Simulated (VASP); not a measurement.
# Fe (Im-3m) in VASP: further runs, part 2 of 2

VASP 6.6.1.

**4. Electric field gradients, PBE, collinear spin, ferromagnetic start (12.16 Å³/atom)**

This run uses another cell than the first one, of 12.16 Å³/atom.

Contents of INCAR:

```
PREC = Accurate ; ENCUT = 520
EDIFF = 1E-8 ; ISMEAR = -1
SIGMA = 0.05 ; LREAL = F
LASPH = T ; NELM = 150
ALGO = Normal ; ISIF = 2
LWAVE = F ; LCHARG = F
ISPIN = 2 ; MAGMOM = 3
LORBIT = 11 ; LMAXMIX = 4
GGA = PE ; LEFG = T
NBANDS = 14
```

Contents of KPOINTS:

```
regular mesh
0
Gamma
  20 20 20
```

Contents of POSCAR:

```
Fe
1.0
   -1.4485300791      1.4485300791      1.4485300791
    1.4485300791     -1.4485300791      1.4485300791
    1.4485300791      1.4485300791     -1.4485300791
Fe
1
Direct
    0.0000000000      0.0000000000      0.0000000000
```

Potentials or basis: VASP PAW PBE potentials, release 64 (Fe).

Command:

```sh
$ cat potpaw_PBE.64/Fe/POTCAR > POTCAR
$ mpirun -np 1 vasp_std > vasp.out
```

OUTCAR:

```text
PREC = Accurate
   ENCUT = 520
   EDIFF = 1E-8
   ISMEAR = -1
   LREAL = F
   LASPH = T
   NELM = 150
   ISIF = 2
   ISPIN = 2
   LORBIT = 11
   GGA = PE

 ion  position               nearest neighbor table
   1  0.000  0.000  0.000-

  LATTYP: Found a body centered cubic cell.
 ALAT       =     2.8970601582

  Lattice vectors:

 A1 = (  -1.4485300791,   1.4485300791,   1.4485300791)
 A2 = (   1.4485300791,  -1.4485300791,   1.4485300791)
 A3 = (   1.4485300791,   1.4485300791,  -1.4485300791)

Analysis of symmetry for initial positions (statically):
[... 1045 lines left out ...]

 Electric field gradients (V/A^2)
---------------------------------------------------------------------
 ion       V_xx      V_yy      V_zz      V_xy      V_xz      V_yz
---------------------------------------------------------------------
   1      -0.000    -0.000    -0.000    -0.002    -0.002    -0.002
---------------------------------------------------------------------

 Electric field gradients after diagonalization (V/A^2)
 (convention: |V_zz| > |V_xx| > |V_yy|)
----------------------------------------------------------------------
 ion       V_xx      V_yy      V_zz     asymmetry (V_yy - V_xx)/ V_zz
----------------------------------------------------------------------
   1       0.002     0.002    -0.003       0.000
----------------------------------------------------------------------

           NMR quadrupolar parameters

 Cq : quadrupolar parameter    Cq=e*Q*V_zz/h
 eta: asymmetry parameters     (V_yy - V_xx)/ V_zz
 Q  : nuclear electric quadrupole moment in mb (millibarn)
----------------------------------------------------------------------
 ion       Cq(MHz)       eta       Q (mb)
----------------------------------------------------------------------
   1      -0.000       0.000       1.000
----------------------------------------------------------------------

 total charge

# of ion       s       p       d       tot
------------------------------------------
    1        0.459   0.481   6.197   7.137

 magnetization (x)

# of ion       s       p       d       tot
------------------------------------------
    1       -0.014  -0.054   2.386   2.318
```

OSZICAR:

```text
N       E                     dE             d eps       ncg     rms          rms(c)
DAV:   1     0.221223397688E+02    0.22122E+02   -0.38051E+03 15532   0.684E+02
DAV:   2    -0.818673334261E+01   -0.30309E+02   -0.27665E+02 15668   0.126E+02
DAV:   3    -0.913024926687E+01   -0.94352E+00   -0.93490E+00 17436   0.233E+01
DAV:   4    -0.913344009931E+01   -0.31908E-02   -0.31905E-02 16634   0.124E+00
DAV:   5    -0.913345637582E+01   -0.16277E-04   -0.16277E-04 17456   0.910E-02    0.107E+01
DAV:   6    -0.832548067934E+01    0.80798E+00   -0.11281E+01 17912   0.379E+01    0.637E+00
DAV:   7    -0.822926274406E+01    0.96218E-01   -0.90291E-01 17720   0.102E+01    0.342E+00
DAV:   8    -0.822401177647E+01    0.52510E-02   -0.97046E-03 16986   0.558E-01    0.136E+00
DAV:   9    -0.821765126445E+01    0.63605E-02   -0.90781E-03 19320   0.472E-01    0.340E-01
DAV:  10    -0.821764096283E+01    0.10302E-04   -0.95751E-04 17144   0.321E-01    0.103E-01
DAV:  11    -0.821769693101E+01   -0.55968E-04   -0.30800E-04 17320   0.133E-01    0.553E-02
DAV:  12    -0.821769805768E+01   -0.11267E-05   -0.68709E-06 16892   0.312E-02    0.237E-02
DAV:  13    -0.821769831229E+01   -0.25460E-06   -0.19808E-06 18440   0.101E-02    0.787E-03
DAV:  14    -0.821769767786E+01    0.63443E-06   -0.31650E-07 16808   0.512E-03    0.170E-03
DAV:  15    -0.821769780217E+01   -0.12431E-06   -0.18623E-08 13498   0.115E-03    0.550E-04
DAV:  16    -0.821769780966E+01   -0.74866E-08   -0.25963E-09  8182   0.360E-04
   1 F= -.82176978E+01 E0= -.82134618E+01  d E =-.847204E-02  mag=     2.3078
```

stdout:

```text
POSCAR found type information on POSCAR Fe
 POSCAR found :  1 types and       1 ions
 scaLAPACK will be used
 LDA part: xc-table for (Slater+PW92), standard interpolation
 POSCAR, INCAR and KPOINTS ok, starting setup
 FFT: planning ... GRIDC
 FFT: planning ... GRID_SOFT
 FFT: planning ... GRID
 WAVECAR not read
 entering main loop
ion   1
```

Wall time 42 s (1 thread of AMD EPYC 9R45 (Zen 5), shared host); peak memory 0.16 GiB.

What came out:

```
Free energy                                           : -8.2177 eV
Pressure                                              : -10.8 GPa
Net moment                                            : 2.31 μB per cell
Site moments                                          : Fe +2.32 μB
Largest electric field gradient by atom               : under 0.05 V/Å² on every atom
Valence electrons inside the program's atomic spheres : Fe 7.14
```

Levels at points of the mesh, in eV from the Fermi level:
Spin up:
```
           k point  band 1  band 2  band 3  band 4  band 5  band 6  band 7  band 8  band 9  band 10
(0.00, 0.00, 0.00)   -8.00   -2.16   -2.16   -2.16   -1.06   -1.06   24.40   24.40   24.40    29.06
(0.50, 0.00, 0.00)   -4.54   -3.13   -1.01   -0.90    0.27    0.59    6.79   17.83   19.21    22.54
(0.50, 0.50, 0.50)   -4.43   -4.43    0.02    0.02    0.02    9.51    9.51    9.51   15.01    15.01
```
Spin down:
```
           k point  band 1  band 2  band 3  band 4  band 5  band 6
(0.00, 0.00, 0.00)   -7.85   -0.12   -0.12   -0.12    1.77    1.77
(0.50, 0.00, 0.00)   -3.20   -1.29    0.66    1.63    2.00    2.62
(0.50, 0.50, 0.50)   -2.54   -2.54    2.35    2.35    2.35    9.77
```

Caveat: the cell stands under tension.

**5. Single point, PBE, collinear spin, ferromagnetic start**

Contents of POSCAR:

```
Fe
1.0
   -1.4390000000      1.4390000000      1.4390000000
    1.4390000000     -1.4390000000      1.4390000000
    1.4390000000      1.4390000000     -1.4390000000
Fe
1
Direct
    0.0000000000      0.0000000000      0.0000000000
```

Contents of INCAR.step1:

```
ALGO = Normal
EDIFF = 1E-6
ENCUT = 520
GGA = PE
ISIF = 2
ISMEAR = -1
ISPIN = 2
LASPH = True
LCHARG = True
LMAXMIX = 4
LREAL = False
LWAVE = False
MAGMOM = 3
NBANDS = 14
NELM = 150
PREC = Accurate
SIGMA = 0.05
```

Contents of KPOINTS.step1:

```
k-points
0
Gamma
  20 20 20
```

Contents of INCAR.step2:

```
ALGO = Normal
EDIFF = 1E-6
ENCUT = 520
GGA = PE
ICHARG = 11
ISIF = 2
ISMEAR = -5
ISPIN = 2
LASPH = True
LCHARG = False
LMAXMIX = 4
LORBIT = 10
LREAL = False
LWAVE = False
MAGMOM = 3
NBANDS = 14
NEDOS = 1001
NELM = 150
PREC = Accurate
SIGMA = 0.05
```

Contents of KPOINTS.step2:

```
k-points
0
Gamma
  30 30 30
```

Command:

```sh
$ cat potpaw_PBE.64/Fe/POTCAR > POTCAR
$ cp INCAR.step1 INCAR
$ cp KPOINTS.step1 KPOINTS
$ mpirun -np 1 vasp_std > vasp.out
$ cp INCAR.step2 INCAR
$ cp KPOINTS.step2 KPOINTS
$ mpirun -np 1 vasp_std > vasp.out
```

It took 93 s on 1 thread of AMD EPYC 9R45 (Zen 5), shared host; peak memory 0.41 GiB.

It converged, with:

| Property | Result |
| --- | --- |
| Net moment | 2.27 μB per cell |
| Site moments | Fe +2.27 μB |
| Valence electrons inside the program's atomic spheres | Fe 7.17 |

Levels at points of the mesh, in eV from the Fermi level:
Spin up:
```csv
k point,band 1,band 2,band 3,band 4,band 5,band 6,band 7,band 8,band 9,band 10
"(0.00, 0.00, 0.00)",-8.11,-2.19,-2.19,-2.19,-1.06,-1.06,24.59,24.59,24.59,29.38
"(0.50, 0.00, 0.00)",-4.64,-3.19,-1.00,-0.89,0.31,0.58,6.96,18.00,19.51,22.82
"(0.50, 0.50, 0.50)",-4.54,-4.54,0.06,0.06,0.06,9.64,9.64,9.64,15.20,15.20
```
Spin down:
| k point | band 1 | band 2 | band 3 | band 4 | band 5 | band 6 | band 7 |
| --- | --- | --- | --- | --- | --- | --- | --- |
| (0.00, 0.00, 0.00) | -7.96 | -0.19 | -0.19 | -0.19 | 1.75 | 1.75 | 24.31 |
| (0.50, 0.00, 0.00) | -3.32 | -1.39 | 0.66 | 1.61 | 1.99 | 2.62 | 8.37 |
| (0.50, 0.50, 0.50) | -2.67 | -2.67 | 2.34 | 2.34 | 2.34 | 9.91 | 9.91 |

**6. Overview**

```tsv
task	cell	k mesh for the DOS	occupations for the DOS	gap on the mesh (eV)	pressure (GPa)	moment (μB)
electric field gradients	a = 2.492 Å, angles 109.5°, 1 atom	-	-	none	-8.1	2.27
electric field gradients	a = 2.509 Å, angles 109.5°, 1 atom	-	-	none	-10.8	2.31
single point	a = 2.492 Å, angles 109.5°, 1 atom	30 × 30 × 30	tetrahedron	-	-	2.27
```

Alike in all rows: level PBE; potentials or basis VASP PAW PBE potentials, release 64 (Fe); spin collinear, ferromagnetic start; k mesh 20 × 20 × 20; cutoff (eV) 520; smearing fermi-dirac 0.05 eV.

Caveats: the cell stands under tension (at least some runs).

Total energies depend on the potentials used, so only differences within one code and one set of settings carry meaning.
